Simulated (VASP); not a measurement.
# Na (P6_3/mmc) in VASP: further runs, part 2 of 2

VASP 6.6.1.

## Step 4: Electric field gradients, LDA (zz strain of -1 %)

INCAR

```
SYSTEM = Na
ALGO = Normal ; EDIFF = 1E-8
ENCUT = 520 ; GGA = CA
ISIF = 2 ; ISMEAR = -1
LASPH = .TRUE. ; LCHARG = .FALSE.
LEFG = .TRUE. ; LREAL = .FALSE.
LWAVE = .FALSE. ; NBANDS = 14
NELM = 60 ; PREC = Accurate
SIGMA = 0.05
```

KPOINTS

```
k-points
0
G
  11 11 6
  0 0 0
```

POSCAR

```
Na
1.0
    3.7670009976      0.0000000000      0.0000000000
   -1.8835004988      3.2623185600      0.0000000000
    0.0000000000      0.0000000000      6.0924600000
Na
2
Direct
    0.3333333333      0.6666666667      0.2500000000
    0.6666666667      0.3333333333      0.7500000000
```

Potentials or basis: VASP PAW LDA potentials, release 64 (Na_pv).

The run is started by

```sh
$ cat potpaw_LDA.64/Na_pv/POTCAR > POTCAR
$ mpirun -np 1 vasp_std > vasp.out
```

OUTCAR:

```text
SYSTEM = Na
   EDIFF = 1E-8
   ENCUT = 520
   GGA = CA
   ISIF = 2
   ISMEAR = -1
   LASPH = .TRUE.
   LREAL = .FALSE.
   NELM = 60
   PREC = Accurate

 ion  position               nearest neighbor table
   1  0.333  0.667  0.250-
   2  0.667  0.333  0.750-

  LATTYP: Found a hexagonal cell.
 ALAT       =     3.7670009976
 C/A-ratio  =     1.6173237023

  Lattice vectors:

 A1 = (   3.7670009976,   0.0000000000,   0.0000000000)
 A2 = (  -1.8835004988,   3.2623185600,   0.0000000000)
 A3 = (   0.0000000000,   0.0000000000,   6.0924600000)

Analysis of symmetry for initial positions (statically):
=====================================================================
 Subroutine PRICEL returns:
 Original cell was already a primitive cell.

 Routine SETGRP: Setting up the symmetry group for a
[... 599 lines left out ...]
  energy-cutoff  :      520.00
  volume of cell :       74.87
      direct lattice vectors                 reciprocal lattice vectors
     3.767000998  0.000000000  0.000000000     0.265463163  0.153265229  0.000000000
    -1.883500499  3.262318560  0.000000000     0.000000000  0.306530457  0.000000000
     0.000000000  0.000000000  6.092460000     0.000000000  0.000000000  0.164137311

 POSITION                                       TOTAL-FORCE (eV/Angst)
 -----------------------------------------------------------------------------------
     -0.00000      2.17488      1.52311        -0.000000     -0.000000      0.000000
      1.88350      1.08744      4.56935         0.000000      0.000000     -0.000000
 -----------------------------------------------------------------------------------
    total drift:                               -0.000000      0.000000      0.000000

  FREE ENERGIE OF THE ION-ELECTRON SYSTEM (eV)
  ---------------------------------------------------
  free  energy   TOTEN  =        -2.8836096473 eV

  energy  without entropy=       -2.8721086616  energy(sigma->0) =       -2.87785915

 Electric field gradients (V/A^2)
---------------------------------------------------------------------
 ion       V_xx      V_yy      V_zz      V_xy      V_xz      V_yz
---------------------------------------------------------------------
   1       0.186     0.185    -0.371    -0.001     0.000    -0.000
   2       0.186     0.185    -0.371    -0.001    -0.000     0.000
---------------------------------------------------------------------

 Electric field gradients after diagonalization (V/A^2)
 (convention: |V_zz| > |V_xx| > |V_yy|)
----------------------------------------------------------------------
 ion       V_xx      V_yy      V_zz     asymmetry (V_yy - V_xx)/ V_zz
----------------------------------------------------------------------
   1       0.186     0.184    -0.371       0.005
   2       0.186     0.184    -0.371       0.005
----------------------------------------------------------------------

           NMR quadrupolar parameters

 Cq : quadrupolar parameter    Cq=e*Q*V_zz/h
 eta: asymmetry parameters     (V_yy - V_xx)/ V_zz
 Q  : nuclear electric quadrupole moment in mb (millibarn)
----------------------------------------------------------------------
 ion       Cq(MHz)       eta       Q (mb)
----------------------------------------------------------------------
   1      -0.001       0.005       1.000
   2      -0.001       0.005       1.000
----------------------------------------------------------------------
```

Wall time 15 s (1 thread of Intel Xeon 6975P-C (Granite Rapids), shared host); peak memory 0.18 GiB.

Results:

```yaml
Free_energy: -2.8836 eV
Pressure: -0.8 GPa
Band_gap_on_the_k_mesh: zero (band 7 reaches 1.91 eV, above the bottom of band 8 at -2.09 eV)
```

Stress tensor (GPa, compression positive):
```
-0.95  0.00  0.00
 0.00 -0.95  0.00
 0.00  0.00 -0.63
```

Electric field gradients, principal values (V/Å²):
```tsv
atom	least	middle	greatest (by size)
1 Na	0.184	0.186	-0.371
2 Na	0.184	0.186	-0.371
```

Caveat: the cell differs from its parent crystal (zz strain of -1 %); without QUAD_EFG the Cq values of the log hold for a quadrupole moment of 1 mb, not for the nuclei.

## Step 5: Electric field gradients, LDA (volume scaled by 1.01)

INCAR

```
SYSTEM = Na
PREC = Accurate
ENCUT = 520
EDIFF = 1E-8
ISMEAR = -1
SIGMA = 0.05
LREAL = .FALSE.
LASPH = .TRUE.
NELM = 80
ALGO = Normal
ISIF = 2
LWAVE = .FALSE.
LCHARG = .FALSE.
LEFG = .TRUE.
NBANDS = 14
```

KPOINTS

```
Automatic mesh
0
G
  11 11 6
  0 0 0
```

POSCAR

```
Na
1.0
    3.7795160430      0.0000000000      0.0000000000
   -1.8897580215      3.2731569073      0.0000000000
    0.0000000000      0.0000000000      6.1744453329
Na
2
Direct
    0.3333333333      0.6666666667      0.2500000000
    0.6666666667      0.3333333333      0.7500000000
```

Potentials or basis: VASP PAW LDA potentials, release 64 (Na_pv).

The run is started by

```sh
$ cat potpaw_LDA.64/Na_pv/POTCAR > POTCAR
$ mpirun -np 1 vasp_std > vasp.out
```

OUTCAR:

```text
SYSTEM = Na
   PREC = Accurate
   ENCUT = 520
   EDIFF = 1E-8
   ISMEAR = -1
   LREAL = .FALSE.
   LASPH = .TRUE.
   NELM = 80
   ISIF = 2

 ion  position               nearest neighbor table
   1  0.333  0.667  0.250-
   2  0.667  0.333  0.750-

  LATTYP: Found a hexagonal cell.
 ALAT       =     3.7795160430
 C/A-ratio  =     1.6336603054

  Lattice vectors:

 A1 = (   3.7795160430,   0.0000000000,   0.0000000000)
 A2 = (  -1.8897580215,   3.2731569073,   0.0000000000)
 A3 = (   0.0000000000,   0.0000000000,   6.1744453329)

Analysis of symmetry for initial positions (statically):
=====================================================================
 Subroutine PRICEL returns:
 Original cell was already a primitive cell.

 Routine SETGRP: Setting up the symmetry group for a
 hexagonal supercell.

[... 596 lines left out ...]
  energy-cutoff  :      520.00
  volume of cell :       76.38
      direct lattice vectors                 reciprocal lattice vectors
     3.779516043  0.000000000  0.000000000     0.264584140  0.152757724  0.000000000
    -1.889758022  3.273156907  0.000000000     0.000000000  0.305515448  0.000000000
     0.000000000  0.000000000  6.174445333     0.000000000  0.000000000  0.161957868

 POSITION                                       TOTAL-FORCE (eV/Angst)
 -----------------------------------------------------------------------------------
     -0.00000      2.18210      1.54361         0.000000      0.000000     -0.000000
      1.88976      1.09105      4.63083        -0.000000     -0.000000      0.000000
 -----------------------------------------------------------------------------------
    total drift:                               -0.000000      0.000000      0.000000

  FREE ENERGIE OF THE ION-ELECTRON SYSTEM (eV)
  ---------------------------------------------------
  free  energy   TOTEN  =        -2.8761173709 eV

  energy  without entropy=       -2.8650216940  energy(sigma->0) =       -2.87056953

 Electric field gradients (V/A^2)
---------------------------------------------------------------------
 ion       V_xx      V_yy      V_zz      V_xy      V_xz      V_yz
---------------------------------------------------------------------
   1       0.244     0.244    -0.488    -0.000     0.000    -0.000
   2       0.244     0.244    -0.488    -0.000    -0.000     0.000
---------------------------------------------------------------------

 Electric field gradients after diagonalization (V/A^2)
 (convention: |V_zz| > |V_xx| > |V_yy|)
----------------------------------------------------------------------
 ion       V_xx      V_yy      V_zz     asymmetry (V_yy - V_xx)/ V_zz
----------------------------------------------------------------------
   1       0.244     0.244    -0.488       0.002
   2       0.244     0.244    -0.488       0.002
----------------------------------------------------------------------

           NMR quadrupolar parameters

 Cq : quadrupolar parameter    Cq=e*Q*V_zz/h
 eta: asymmetry parameters     (V_yy - V_xx)/ V_zz
 Q  : nuclear electric quadrupole moment in mb (millibarn)
----------------------------------------------------------------------
 ion       Cq(MHz)       eta       Q (mb)
----------------------------------------------------------------------
   1      -0.001       0.002       1.000
   2      -0.001       0.002       1.000
----------------------------------------------------------------------
```

stdout:

```text
POSCAR found type information on POSCAR Na
 POSCAR found :  1 types and       2 ions
 scaLAPACK will be used
 LDA part: xc-table for (Slater(with rela. corr.)+CA(PZ))
 , standard interpolation
 POSCAR, INCAR and KPOINTS ok, starting setup
 FFT: planning ... GRIDC
 FFT: planning ... GRID_SOFT
 FFT: planning ... GRID
 WAVECAR not read
 entering main loop
ion   1

ion   2
```

Run time: 15 s. Hardware: 1 thread of Intel Xeon 6975P-C (Granite Rapids), shared host; peak memory 0.18 GiB.

What came out:

- Free energy: -2.8761 eV
- Pressure: -1.0 GPa
- Band gap on the k mesh: zero (band 7 reaches 1.85 eV, above the bottom of band 8 at -2.13 eV)

Stress tensor (GPa, compression positive):
```
-1.04  0.00  0.00
 0.00 -1.04  0.00
 0.00  0.00 -0.78
```

Levels at points of the mesh, in eV from the Fermi level:
```
           k point  band 4  band 5  band 6  band 7  band 8  band 9  band 10  band 11
(0.00, 0.00, 0.00)  -24.98  -24.98  -24.98   -3.24    0.56    0.86     9.77     9.77
(0.00, 0.00, 0.50)  -24.99  -24.99  -24.99   -2.23   -2.23    5.38     5.38    10.35
```

Electric field gradients, principal values (V/Å²):
```csv
atom,least,middle,greatest (by size)
1 Na,0.244,0.244,-0.488
2 Na,0.244,0.244,-0.488
```

Caveat: without QUAD_EFG the Cq values of the log hold for a quadrupole moment of 1 mb, not for the nuclei.

## Step 6: Electric field gradients, LDA (zz strain of +1 %)

INCAR

```
ALGO = Normal
EDIFF = 1E-8
ENCUT = 520
ISIF = 2
ISMEAR = -1
LASPH = T
LCHARG = F
LEFG = T
LREAL = F
LWAVE = F
NBANDS = 14
NELM = 60
PREC = Accurate
SIGMA = 0.05
```

KPOINTS

```
k-points
0
Gamma
  11 11 6
```

POSCAR

```
Na
1.0
    3.7670009976      0.0000000000      0.0000000000
   -1.8835004988      3.2623185600      0.0000000000
    0.0000000000      0.0000000000      6.2155400000
Na
2
Direct
    0.3333333333      0.6666666667      0.2500000000
    0.6666666667      0.3333333333      0.7500000000
```

Potentials or basis: VASP PAW LDA potentials, release 64 (Na_pv).

The run is started by

```sh
$ cat potpaw_LDA.64/Na_pv/POTCAR > POTCAR
$ mpirun -np 1 vasp_std > vasp.out
```

OUTCAR:

```text
EDIFF = 1E-8
   ENCUT = 520
   ISIF = 2
   ISMEAR = -1
   LASPH = T
   LREAL = F
   NELM = 60
   PREC = Accurate

 ion  position               nearest neighbor table
   1  0.333  0.667  0.250-
   2  0.667  0.333  0.750-

  LATTYP: Found a hexagonal cell.
 ALAT       =     3.7670009976
 C/A-ratio  =     1.6499969084

  Lattice vectors:

 A1 = (   3.7670009976,   0.0000000000,   0.0000000000)
 A2 = (  -1.8835004988,   3.2623185600,   0.0000000000)
 A3 = (   0.0000000000,   0.0000000000,   6.2155400000)

Analysis of symmetry for initial positions (statically):
=====================================================================
 Subroutine PRICEL returns:
 Original cell was already a primitive cell.

 Routine SETGRP: Setting up the symmetry group for a
 hexagonal supercell.
[... 598 lines left out ...]
  energy-cutoff  :      520.00
  volume of cell :       76.38
      direct lattice vectors                 reciprocal lattice vectors
     3.767000998  0.000000000  0.000000000     0.265463163  0.153265229  0.000000000
    -1.883500499  3.262318560  0.000000000     0.000000000  0.306530457  0.000000000
     0.000000000  0.000000000  6.215540000     0.000000000  0.000000000  0.160887067

 POSITION                                       TOTAL-FORCE (eV/Angst)
 -----------------------------------------------------------------------------------
     -0.00000      2.17488      1.55388         0.000000      0.000000      0.000000
      1.88350      1.08744      4.66165        -0.000000     -0.000000     -0.000000
 -----------------------------------------------------------------------------------
    total drift:                               -0.000000      0.000000      0.000000

  FREE ENERGIE OF THE ION-ELECTRON SYSTEM (eV)
  ---------------------------------------------------
  free  energy   TOTEN  =        -2.8768364456 eV

  energy  without entropy=       -2.8663666162  energy(sigma->0) =       -2.87160153

 Electric field gradients (V/A^2)
---------------------------------------------------------------------
 ion       V_xx      V_yy      V_zz      V_xy      V_xz      V_yz
---------------------------------------------------------------------
   1       0.291     0.290    -0.582    -0.001     0.000    -0.000
   2       0.291     0.290    -0.582    -0.001    -0.000     0.000
---------------------------------------------------------------------

 Electric field gradients after diagonalization (V/A^2)
 (convention: |V_zz| > |V_xx| > |V_yy|)
----------------------------------------------------------------------
 ion       V_xx      V_yy      V_zz     asymmetry (V_yy - V_xx)/ V_zz
----------------------------------------------------------------------
   1       0.292     0.290    -0.582       0.003
   2       0.292     0.290    -0.582       0.003
----------------------------------------------------------------------

           NMR quadrupolar parameters

 Cq : quadrupolar parameter    Cq=e*Q*V_zz/h
 eta: asymmetry parameters     (V_yy - V_xx)/ V_zz
 Q  : nuclear electric quadrupole moment in mb (millibarn)
----------------------------------------------------------------------
 ion       Cq(MHz)       eta       Q (mb)
----------------------------------------------------------------------
   1      -0.001       0.003       1.000
   2      -0.001       0.003       1.000
----------------------------------------------------------------------
```

OSZICAR:

```text
N       E                     dE             d eps       ncg     rms          rms(c)
DAV:   1     0.983555577446E+02    0.98356E+02   -0.76613E+03  1792   0.954E+02
DAV:   2     0.761350337868E+00   -0.97594E+02   -0.96616E+02  1840   0.269E+02
DAV:   3    -0.282895591258E+01   -0.35903E+01   -0.35872E+01  2302   0.599E+01
DAV:   4    -0.287840531619E+01   -0.49449E-01   -0.49448E-01  1984   0.741E+00
DAV:   5    -0.287952219672E+01   -0.11169E-02   -0.11169E-02  2284   0.114E+00    0.271E-01
DAV:   6    -0.287778038890E+01    0.17418E-02   -0.14163E-03  2148   0.508E-01    0.180E-01
DAV:   7    -0.287686655824E+01    0.91383E-03   -0.20828E-03  2214   0.520E-01    0.295E-02
DAV:   8    -0.287683585872E+01    0.30700E-04   -0.23571E-04  2284   0.259E-01    0.472E-03
DAV:   9    -0.287683641263E+01   -0.55391E-06   -0.48459E-06  2206   0.335E-02    0.202E-03
DAV:  10    -0.287683644278E+01   -0.30148E-07   -0.74493E-07  2194   0.138E-02    0.224E-04
DAV:  11    -0.287683644559E+01   -0.28126E-08   -0.11533E-08  1682   0.126E-03
   1 F= -.28768364E+01 E0= -.28716015E+01  d E =-.104698E-01
```

It took 15 s on 1 thread of Intel Xeon 6975P-C (Granite Rapids), shared host; peak memory 0.17 GiB.

Results:

```
Free energy            : -2.8768 eV
Pressure               : -1.0 GPa
Band gap on the k mesh : zero (band 7 reaches 1.86 eV, above the bottom of band 8 at -2.15 eV)
```

Electric field gradients, principal values (V/Å²):
```tsv
atom	least	middle	greatest (by size)
1 Na	0.290	0.292	-0.582
2 Na	0.290	0.292	-0.582
```

Caveat: the cell differs from its parent crystal (zz strain of +1 %); without QUAD_EFG the Cq values of the log hold for a quadrupole moment of 1 mb, not for the nuclei.

## Step 7: The runs side by side

| cell | gap on the mesh (eV) | pressure (GPa) |
| --- | --- | --- |
| a = 3.754, b = 3.754, c = 6.133 Å, angles 90.0, 90.0, 120.0°, 2 atoms | none | -0.8 |
| a = 3.767, b = 3.767, c = 6.092 Å, angles 90.0, 90.0, 120.0°, 2 atoms | none | -0.8 |
| a = 3.780, b = 3.780, c = 6.174 Å, angles 90.0, 90.0, 120.0°, 2 atoms | none | -1.0 |
| a = 3.767, b = 3.767, c = 6.216 Å, angles 90.0, 90.0, 120.0°, 2 atoms | none | -1.0 |

Alike in all rows: task electric field gradients; level LDA; potentials or basis VASP PAW LDA potentials, release 64 (Na_pv); no spin polarisation; k mesh 11 × 11 × 6; cutoff (eV) 520; smearing fermi-dirac 0.05 eV.

Absolute energies hang on the potentials; compare differences alone.
